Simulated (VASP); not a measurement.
Write the native input for VASP 6.6.1 that does the following.

* Task: relaxation of cell and atoms
* Functional: PBE
* Potentials or basis: VASP PAW PBE potentials, release 64 (Mg, Te)
* Cutoff: 600 eV
* k mesh: 12 × 12 × 6
* Occupations: gaussian, width 0.1 eV
* Spin: no spin polarisation
* Dipole correction: no
* Further INCAR settings: ALGO = Fast; EDIFF = 1e-07; IBRION = 2; EDIFFG = -0.01; NSW = 100; ISIF = 3

The structure of Mg5Te lies in POSCAR:

```
Mg5Te
1.0
    5.4049875734      0.0000000000      0.0000000000
   -2.7024937867      4.6808565457      0.0000000000
    0.0000000000      0.0000000000      6.3110202812
Mg Te
5 1
Direct
    0.3333333333      0.6666666667      0.0000000000
    0.6666666667      0.3333333333      0.0000000000
    0.3333333333      0.6666666667      0.5000000000
    0.6666666667      0.3333333333      0.5000000000
    0.0000000000      0.0000000000      0.5000000000
    0.0000000000      0.0000000000      0.0000000000
```

The cell was built from a structure type or drawn by symmetry, and may not be a known phase.

One way to write it, as run:

INCAR

```
PREC = Accurate ; ENCUT = 600
EDIFF = 1E-7 ; ISMEAR = 0
SIGMA = 0.1 ; LREAL = False
LASPH = True ; NELM = 100
ALGO = Fast ; ISIF = 3
LWAVE = False ; LCHARG = False
GGA = PE ; IBRION = 2
NSW = 100 ; EDIFFG = -0.01
```

KPOINTS

```
Automatic mesh
0
Gamma
  12 12 6
```

Potentials or basis: VASP PAW PBE potentials, release 64 (Mg, Te).

Launch:

```sh
$ cat potpaw_PBE.64/Mg/POTCAR potpaw_PBE.64/Te/POTCAR > POTCAR
$ mpirun -np 1 vasp_std > vasp.out
```

It gave:

| Item | Value |
| --- | --- |
| Relaxed volume | 26.80 Å³/atom |
| Relaxed cell | a = 5.399 Å, b = 5.399 Å, c = 6.370 Å, α = 90.00°, β = 90.00°, γ = 120.00° |
| Space group after relaxing (to 0.1 Å) | P6/mmm (No. 191) |
| Energy gained by relaxing | 0.3 meV/atom |
| Ionic steps | 5 |
| Pressure after relaxing | 0.0 GPa |
| Band gap on the k mesh | zero (bands 8 and 9 overlap by 0.82 eV) |

Caveat: spin-orbit coupling is left out, which moves the levels of the heavy elements.

Run time: 4.3 min on 1 thread of Intel(R) Xeon(R) 6975P-C (Granite Rapids), with other jobs on the host, peak memory 0.49 GiB.
